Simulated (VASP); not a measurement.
# Mo (P6_3/mmc) in VASP: further runs

Runs on Mo. Level: PBE. Tasks: single point, relaxation of cell and atoms.

Everything below comes from runs of VASP 6.6.1. Logs are shortened: lines on timing, memory, paths and dates and some standing lists are left out, and cuts for length are marked.

## (1) The cell of the first run

Symmetry: P6_3/mmc, No. 194, hexagonal system. The conventional cell has a = 2.375 Å, b = 2.375 Å, c = 3.778 Å, α = 90.00°, β = 90.00°, γ = 120.00°. Within 3.1 Å of Mo (site symmetry -6m2) lie 12 Mo at 2.33 to 2.37 Å.

This isn't the form of Mo at room conditions, which is bcc.

## (2) Single point, PBE

INCAR

```
ALGO = Normal
EDIFF = 1E-7
ENCUT = 520
GGA = PE
ISIF = 2
ISMEAR = -1
LASPH = T
LCHARG = F
LREAL = F
LWAVE = F
NBANDS = 21
NELM = 80
PREC = Accurate
SIGMA = 0.1
```

KPOINTS

```
k-points
0
Gamma
  18 18 10
```

POSCAR

```
Mo
1.0
    2.3745992407      0.0000000000      0.0000000000
   -1.1872996204      2.0564632663      0.0000000000
    0.0000000000      0.0000000000      3.7783475379
Mo
2
Direct
    0.3333333333      0.6666666667      0.2500000000
    0.6666666667      0.3333333333      0.7500000000
```

Potentials or basis: VASP PAW PBE potentials, release 64 (Mo_sv).

Started as:

```
$ cat potpaw_PBE.64/Mo_sv/POTCAR > POTCAR
$ mpirun -np 1 vasp_std > vasp.out
```

OUTCAR:

```text
EDIFF = 1E-7
   ENCUT = 520
   GGA = PE
   ISIF = 2
   ISMEAR = -1
   LASPH = T
   LREAL = F
   NELM = 80
   PREC = Accurate

 ion  position               nearest neighbor table
   1  0.333  0.667  0.250-   2 2.33   2 2.33   2 2.33   2 2.33   2 2.33   2 2.33   2 3.33   2 3.33
                             2 3.33   2 3.33   2 3.33   2 3.33
   2  0.667  0.333  0.750-   1 2.33   1 2.33   1 2.33   1 2.33   1 2.33   1 2.33   1 3.33   1 3.33
                             1 3.33   1 3.33   1 3.33   1 3.33

  LATTYP: Found a hexagonal cell.
 ALAT       =     2.3745992407
 C/A-ratio  =     1.5911516660

  Lattice vectors:

 A1 = (   2.3745992407,   0.0000000000,   0.0000000000)
 A2 = (  -1.1872996204,   2.0564632663,   0.0000000000)
 A3 = (   0.0000000000,   0.0000000000,   3.7783475379)

Analysis of symmetry for initial positions (statically):
=====================================================================
 Subroutine PRICEL returns:
 Original cell was already a primitive cell.

 Routine SETGRP: Setting up the symmetry group for a
 hexagonal supercell.

 Subroutine GETGRP returns: Found 24 space group operations
 (whereof 12 operations were pure point group operations)
 out of a pool of 24 trial point group operations.

The static configuration has the point symmetry D_3d.
 The point group associated with its full space group is D_6h.

Analysis of symmetry for dynamics (positions and initial velocities):
=====================================================================
 Subroutine PRICEL returns:
 Original cell was already a primitive cell.

 Routine SETGRP: Setting up the symmetry group for a
 hexagonal supercell.

 Subroutine GETGRP returns: Found 24 space group operations
 (whereof 12 operations were pure point group operations)
 out of a pool of 24 trial point group operations.

The dynamic configuration has the point symmetry D_3d.
 The point group associated with its full space group is D_6h.

 Subroutine INISYM returns: Found 24 space group operations
 (whereof 12 operations are pure point group operations),
 and found     1 'primitive' translations

----------------------------------------------------------------------------------------

                                     Primitive cell

  volume of cell :      18.4507

  direct lattice vectors                    reciprocal lattice vectors
     2.374599241  0.000000000  0.000000000     0.421123692  0.243135877  0.000000000
    -1.187299620  2.056463266  0.000000000     0.000000000  0.486271754  0.000000000
     0.000000000  0.000000000  3.778347538     0.000000000  0.000000000  0.264665966

  length of vectors
     2.374599241  2.374599241  3.778347538     0.486271754  0.486271754  0.264665966

  position of ions in fractional coordinates (direct lattice)
     0.333333333  0.666666667  0.250000000
     0.666666667  0.333333333  0.750000000

  ion indices of the primitive-cell ions
   primitive index   ion index
                 1           1
                 2           2

----------------------------------------------------------------------------------------

 KPOINTS: k-points

Automatic generation of k-mesh.
 Grid dimensions read from file:
 generate k-points for:   18   18   10

 Generating k-lattice:

  Cartesian coordinates                     Fractional coordinates (reciprocal lattice)
     0.023395761  0.013507549  0.000000000     0.055555556  0.000000000  0.000000000
     0.000000000  0.027015097  0.000000000     0.000000000  0.055555556  0.000000000
     0.000000000  0.000000000  0.026466597     0.000000000  0.000000000  0.100000000

  Length of vectors
     0.027015097  0.027015097  0.026466597

  Shift w.r.t. Gamma in fractional coordinates (k-lattice)
     0.000000000  0.000000000  0.000000000

 Subroutine IBZKPT returns following result:
 ===========================================

 Found    222 irreducible k-points:

 Following reciprocal coordinates:
            Coordinates               Weight
  0.000000  0.000000  0.000000      1.000000
  0.055556 -0.000000  0.000000      6.000000
  0.111111 -0.000000  0.000000      6.000000
  0.166667  0.000000  0.000000      6.000000
  0.222222 -0.000000  0.000000      6.000000
  0.277778 -0.000000  0.000000      6.000000
[... 16 lines left out ...]
  0.333333  0.111111  0.000000     12.000000
  0.388889  0.111111  0.000000     12.000000
 [... further k-points ...]
   k-points           NKPTS =    222   k-points in BZ     NKDIM =    222   number of bands    NBANDS=     21
   number of dos      NEDOS =    301   number of ions     NIONS =      2
   total plane-waves  NPLWV =   9072
   dimension x,y,z NGX =    18 NGY =   18 NGZ =   28
   dimension x,y,z NGXF=    36 NGYF=   36 NGZF=   56
   ions per type =               2
   NGX,Y,Z   is equivalent  to a cutoff of  12.60, 12.60, 12.32 a.u.
   NGXF,Y,Z  is equivalent  to a cutoff of  25.20, 25.20, 24.64 a.u.
 SYSTEM =  unknown system
   PREC   = accura    normal or accurate (medium, high low for compatibility)
   ISTART =      0    job   : 0-new  1-cont  2-samecut
   ICHARG =      2    charge: 1-file 2-atom 10-const
   ISPIN  =      1    spin polarized calculation?
   LNONCOLLINEAR =      F non collinear calculations
   LSORBIT =      F    spin-orbit coupling
   LASPH  =      T    aspherical Exc in radial PAW
   ENCUT  =  520.0 eV  38.22 Ry    6.18 a.u.   4.42  4.42  7.03*2*pi/ulx,y,z
   NELM   =     80;   NELMIN=  2; NELMDL= -5     # of ELM steps
   EDIFF  = 0.1E-06   stopping-criterion for ELM
   LREAL  =      F    real-space projection
   EDIFFG = 0.1E-05   stopping-criterion for IOM
   NSW    =      0    number of steps for IOM
   IBRION =     -1    ionic relax: 0-MD 1-quasi-New 2-CG
   NFREE  =      0    steps in history (QN), initial steepest desc. (CG)
   ISIF   =      2    stress and relaxation
   ISYM   =      2    0-nonsym 1-usesym 2-fastsym
   POTIM  = 0.5000    time-step for ionic-motion
   TEBEG  =    0.0;   TEEND  =   0.0 temperature during run
   PSTRESS=    0.0 pullay stress
   NELECT =      28.0000    total number of electrons
   NUPDOWN=      -1.0000    fix difference up-down
   EMIN   =  10.00;   EMAX   =-10.00  energy-range for DOS
   EFERMI =   0.00;   METHOD = LEGACY
   ISMEAR =    -1;   SIGMA  =   0.10  broadening in eV -4-tet -1-fermi 0-gaus
   EFERMI_NEDOS =   21; number of points for ismear=-14 and -15
   IALGO  =     38    algorithm
   IMIX   =      4    mixing-type and parameters
     AMIX     =   0.40;   BMIX     =  1.00
     AMIX_MAG =   1.60;   BMIX_MAG =  1.00
  volume/ion in A,a.u.               =       9.23        62.26
  Fermi-wavevector in a.u.,A,eV,Ry     =   1.881293  3.555128 48.154603  3.539263
  Thomas-Fermi vector in A             =   2.924705
   LORBIT       =      0    0 simple, 1 ext, 2 COOP (PROOUT), +10 PAW based schemes
   GGA     = PE    functional components
   LHFCALC =     F    Hartree Fock is set to
   AEXX    =    0.0000 exact exchange contribution
   IVDW    =     0    specifies the selected vdW correction
   LEPSILON=     F    determine dielectric tensor
   LRPA    =     F    only Hartree local field effects (RPA)
 non-spin polarized calculation
  energy-cutoff  :      520.00
  volume of cell :       18.45
 maximum number of plane-waves:       515
 NGX is ok and might be reduce to    18
   NGX =  9   NGY =  9   NGZ = 15

 number of electron      27.9999997 magnetization

 Free energy of the ion-electron system (eV)
  ---------------------------------------------------
  ext. energy  EPLUGINS =         0.00000000
  ---------------------------------------------------
  free energy    TOTEN  =       -10.53355609 eV

  energy without entropy =      -10.48705709  energy(sigma->0) =      -10.51030659

 E-fermi :  22.7221     XC(G=0): -16.6033

 val. band max:       22.7162023816   @ k =   0.2222  -0.0000   0.4000
 cond. band min:      22.7226835243   @ k =   0.2222  -0.0000   0.4000
 fundamental gap:      0.0064811426
 Fermi energy:        22.7220786132

 k-point     1 :       0.0000    0.0000    0.0000
  band No.  band energies     occupation
      1     -39.6182      2.00000
      2     -37.7548      2.00000
      3     -16.1561      2.00000
      4     -10.7773      2.00000
      5     -10.7773      2.00000
      6      -9.9085      2.00000
[... 13 lines left out ...]
     20      28.6766      0.00000
     21      35.4828      0.00000

 k-point     2 :       0.0556   -0.0000    0.0000
  band No.  band energies     occupation
      1     -39.5793      2.00000
      2     -37.7360      2.00000
      3     -16.1030      2.00000
      4     -10.9424      2.00000
      5     -10.8303      2.00000
      6     -10.0609      2.00000
[... 13 lines left out ...]
     20      30.7971      0.00000
     21      35.9978      0.00000

 k-point     3 :       0.1111   -0.0000    0.0000
  band No.  band energies     occupation
      1     -39.4653      2.00000
      2     -37.6822      2.00000
      3     -15.9459      2.00000
      4     -11.4062      2.00000
      5     -10.9764      2.00000
      6     -10.4891      2.00000
[... 13 lines left out ...]
     20      33.1644      0.00000
     21      37.4435      0.00000

 k-point     4 :       0.1667    0.0000    0.0000
  band No.  band energies     occupation
      1     -39.2839      2.00000
      2     -37.6020      2.00000
      3     -15.6911      2.00000
      4     -12.0868      2.00000
      5     -11.1858      2.00000
      6     -11.1180      2.00000
[... 13 lines left out ...]
     20      35.5198      0.00000
     21      39.5798      0.00000

 k-point     5 :       0.2222   -0.0000    0.0000
  band No.  band energies     occupation
      1     -39.0480      2.00000
      2     -37.5086      2.00000
      3     -15.3502      2.00000
      4     -12.8793      2.00000
      5     -11.8533      2.00000
      6     -11.4249      2.00000
[... 13 lines left out ...]
     20      37.7481      0.00000
     21      39.6816      0.00000

 k-point     6 :       0.2778   -0.0000    0.0000
  band No.  band energies     occupation
      1     -38.7763      2.00000
      2     -37.4192      2.00000
      3     -14.9405      2.00000
      4     -13.6796      2.00000
      5     -12.6014      2.00000
      6     -11.6634      2.00000
[... 13 lines left out ...]
     20      38.3699      0.00000
     21      39.9003      0.00000

 k-point     7 :       0.3333   -0.0000    0.0000
  band No.  band energies     occupation
      1     -38.4936      2.00000
      2     -37.3521      2.00000
      3     -14.4884      2.00000
      4     -14.3973      2.00000
      5     -13.2795      2.00000
      6     -11.8755      2.00000
[... 13 lines left out ...]
     20      37.2635      0.00000
     21      40.4461      0.00000
[... 291 lines left out ...]
      1     -38.9519      2.00000
      2     -37.4739      2.00000
      3     -15.2079      2.00000
      4     -12.9093      2.00000
      5     -12.4571      2.00000
      6     -11.2892      2.00000
[... 13 lines left out ...]
     20      38.8739      0.00000
     21      40.6971      0.00000

 k-point    21 :       0.2222    0.1111    0.0000
  band No.  band energies     occupation
      1     -38.6897      2.00000
      2     -37.3939      2.00000
      3     -14.8057      2.00000
      4     -13.6318      2.00000
      5     -12.9879      2.00000
      6     -11.6716      2.00000
[... 13 lines left out ...]
     20      39.4528      0.00000
     21      40.8791      0.00000

 k-point    22 :       0.2778    0.1111    0.0000
  band No.  band energies     occupation
      1     -38.4165      2.00000
      2     -37.3361      2.00000
      3     -14.3603      2.00000
      4     -14.3053      2.00000
      5     -13.4527      2.00000
      6     -12.0292      2.00000
[... 13 lines left out ...]
     20      38.3881      0.00000
     21      40.7396      0.00000

 k-point    23 :       0.3333    0.1111    0.0000
  band No.  band energies     occupation
      1     -38.1622      2.00000
      2     -37.3135      2.00000
      3     -14.8419      2.00000
      4     -13.9116      2.00000
      5     -13.8267      2.00000
      6     -12.3096      2.00000
[... 13 lines left out ...]
     20      37.5842      0.00000
     21      40.4386      0.00000

 k-point    24 :       0.3889    0.1111    0.0000
  band No.  band energies     occupation
      1     -37.9669      2.00000
      2     -37.3244      2.00000
      3     -15.1856      2.00000
      4     -14.0715      2.00000
      5     -13.5343      2.00000
      6     -12.4856      2.00000
[... 13 lines left out ...]
     20      37.0849      0.00000
     21      39.0246      0.00000

 [... further k-points ...]

------------------------ aborting loop because EDIFF is reached ----------------------------------------

  FORCE on cell =-STRESS in cart. coord.  units (eV):
  Direction    XX          YY          ZZ          XY          YZ          ZX
  --------------------------------------------------------------------------------------
  -------------------------------------------------------------------------------------
  Total       44.5519661     44.5519661     44.6385487     -0.0000000      0.0000000      0.0000000
  in kB     3868.6930550   3868.6930552   3876.2114997     -0.0000001      0.0000000      0.0000000
  external PRESSURE =    3871.1992033 kB  Pullay stress =       0.0000000 kB

 VOLUME and BASIS-vectors are now :
 -----------------------------------------------------------------------------
  energy-cutoff  :      520.00
  volume of cell :       18.45
      direct lattice vectors                 reciprocal lattice vectors
     2.374599241  0.000000000  0.000000000     0.421123692  0.243135877  0.000000000
    -1.187299620  2.056463266  0.000000000     0.000000000  0.486271754  0.000000000
     0.000000000  0.000000000  3.778347538     0.000000000  0.000000000  0.264665966

 POSITION                                       TOTAL-FORCE (eV/Angst)
 -----------------------------------------------------------------------------------
     -0.00000      1.37098      0.94459        -0.000000     -0.000000      0.000000
      1.18730      0.68549      2.83376         0.000000      0.000000      0.000000
 -----------------------------------------------------------------------------------
    total drift:                                0.000000     -0.000000      0.000000

  FREE ENERGIE OF THE ION-ELECTRON SYSTEM (eV)
  ---------------------------------------------------
  free  energy   TOTEN  =       -10.5335560897 eV

  energy  without entropy=      -10.4870570943  energy(sigma->0) =      -10.51030659
```

Wall time 2.1 min (1 thread of Intel Xeon 8259CL, shared host); peak memory 0.18 GiB.

Results:

* Free energy: -10.5336 eV
* Pressure: 387.1 GPa
* Band gap on the k mesh: zero (bands 14 and 15 overlap by 4.66 eV)

Stress tensor (GPa, compression positive):
```
386.87   0.00   0.00
  0.00 386.87   0.00
  0.00   0.00 387.62
```

Caveat: the cell stands under pressure.

## (3) Relaxation of cell and atoms, PBE, target pressure 380 GPa, at which the enthalpy is minimised

INCAR

```
SYSTEM = Mo
PREC = Accurate
ENCUT = 600
EDIFF = 1E-7
ISMEAR = -1
SIGMA = 0.1
LREAL = .FALSE.
LASPH = .TRUE.
NELM = 80
ALGO = Normal
ISIF = 3
LWAVE = .FALSE.
LCHARG = .FALSE.
GGA = PE
IBRION = 2
NSW = 32
EDIFFG = -0.005
PSTRESS = 3800.0
```

KPOINTS

```
Automatic mesh
0
G
  18 18 10
  0 0 0
```

POSCAR

```
Mo
1.0
    2.3742376877      0.0000000000      0.0000000000
   -1.1871188439      2.0561501522      0.0000000000
    0.0000000000      0.0000000000      3.7784791236
Mo
2
Direct
    0.3333333333      0.6666666667      0.2500000000
    0.6666666667      0.3333333333      0.7500000000
```

Potentials or basis: VASP PAW PBE potentials, release 64 (Mo_sv).

Started as:

```
$ cat potpaw_PBE.64/Mo_sv/POTCAR > POTCAR
$ mpirun -np 1 vasp_std > vasp.out
```

It took 5.4 min on 1 thread of AMD EPYC 7R43 (Zen 3), shared host; peak memory 0.16 GiB.

The run converged. Its results:

```
Free energy                                                : -10.7455 eV
Relaxed volume                                             : 9.27 Å³/atom
Relaxed cell                                               : a = 2.378 Å, b = 2.378 Å, c = 3.786 Å, α = 90.00°, β = 90.00°, γ = 120.00°
Space group after relaxing (to 0.1 Å)                      : P6_3/mmc (No. 194)
Energy change on relaxing (the run minimises the enthalpy) : -111.8 meV/atom
Ionic steps                                                : 9
Pressure after relaxing                                    : 380.0 GPa
Band gap on the k mesh                                     : zero (bands 14 and 15 overlap by 4.63 eV)
```

Step by step:
```
step  energy change (eV)  largest force (eV/Å)  pressure (GPa)  volume (Å³)
   1              0.0000                0.0000          387.32        18.45
   2             -2.4751                0.0000          306.75        19.59
   3             -0.2315                0.0000          379.76        18.54
   4             -0.2245                0.0000          379.99        18.54
   5             -0.2200                0.0000          380.14        18.54
   6             -0.2199                0.0000          380.11        18.54
   7             -0.2199                0.0000          380.12        18.54
   8             -0.2548                0.0000          378.99        18.55
   9             -0.2235                0.0000          380.00        18.54
```

Final structure:
```cif
data_structure
_symmetry_space_group_name_H-M 'P 1'
_symmetry_Int_Tables_number 1
_cell_length_a 2.3777
_cell_length_b 2.3777
_cell_length_c 3.7864
_cell_angle_alpha 90.000
_cell_angle_beta 90.000
_cell_angle_gamma 120.000
_cell_volume 18.54
loop_
_atom_site_label
_atom_site_type_symbol
_atom_site_fract_x
_atom_site_fract_y
_atom_site_fract_z
_atom_site_occupancy
Mo1 Mo 0.33333 0.66667 0.25000 1
Mo2 Mo 0.66667 0.33333 0.75000 1
```

Levels at points of the mesh, in eV from the Fermi level:
```
           k point  band 10  band 11  band 12  band 13  band 14  band 15  band 16  band 17  band 18
(0.00, 0.00, 0.00)    -6.91    -2.60    -2.60    -2.18    -0.92    -0.92     0.36     0.36     5.66
(0.50, 0.00, 0.00)    -8.01    -6.39    -3.32    -0.30     0.72     1.46     7.21     8.28     8.37
(0.00, 0.00, 0.50)    -6.38    -2.82    -2.82    -2.82    -2.82    -0.38    -0.38     4.89     4.89
(0.50, 0.00, 0.50)    -8.63    -6.58    -6.58     0.98     0.98     4.65     4.65     7.82     7.82
```

Caveat: the cell is relaxed towards a set pressure, so the run minimises the enthalpy, not the energy.

(Continued in part 2 of 2.)
